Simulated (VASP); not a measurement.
**C: single point with PBE**

Crystal: C.

```
CELL_PARAMETERS angstrom
0.00000 1.78582 1.78582
1.78582 0.00000 1.78582
1.78582 1.78582 0.00000
ATOMIC_POSITIONS crystal
C 0.50000 0.50000 0.50000
C 0.75000 0.75000 0.75000
```

```yaml
Program: VASP 6.6.1
Task: single point
Functional: PBE
Potentials_or_basis: VASP PAW PBE potentials, release 64 (C)
Cutoff: 520 eV
k_mesh: 14 × 14 × 14
Occupations: fermi-dirac, width 0.05 eV
Spin: no spin polarisation
Dipole_correction: no
Further_INCAR_settings: ALGO = Normal; EDIFF = 1e-06; NBANDS = 11
```

| Quantity | Value |
| --- | --- |
| Pressure | 0.6 GPa |
| Band gap on the k mesh | 4.12 eV, indirect (least direct gap 5.58 eV) |

Levels at points of the mesh, in eV from the valence-band top:
```
           k point  band 1  band 2  band 3  band 4  band 5  band 6  band 7  band 8  band 9
(0.00, 0.00, 0.00)  -21.42    0.00    0.00    0.00    5.58    5.58    5.58   13.24   19.24
(0.50, 0.00, 0.00)  -15.67  -13.33   -2.79   -2.79    8.44    8.44    8.79   15.66   21.84
(0.50, 0.50, 0.00)  -12.73  -12.73   -6.27   -6.27    4.75    4.75   16.75   16.75   23.16
```

Run time: 9.4 s on 1 thread of Intel(R) Xeon(R) Platinum 8259CL CPU @ 2.50GHz (Skylake/Cascade Lake) (shared host), peak memory 0.12 GiB.

A k mesh can miss the band edges. PBE gaps usually lie below the measured ones, often by a third to a half.
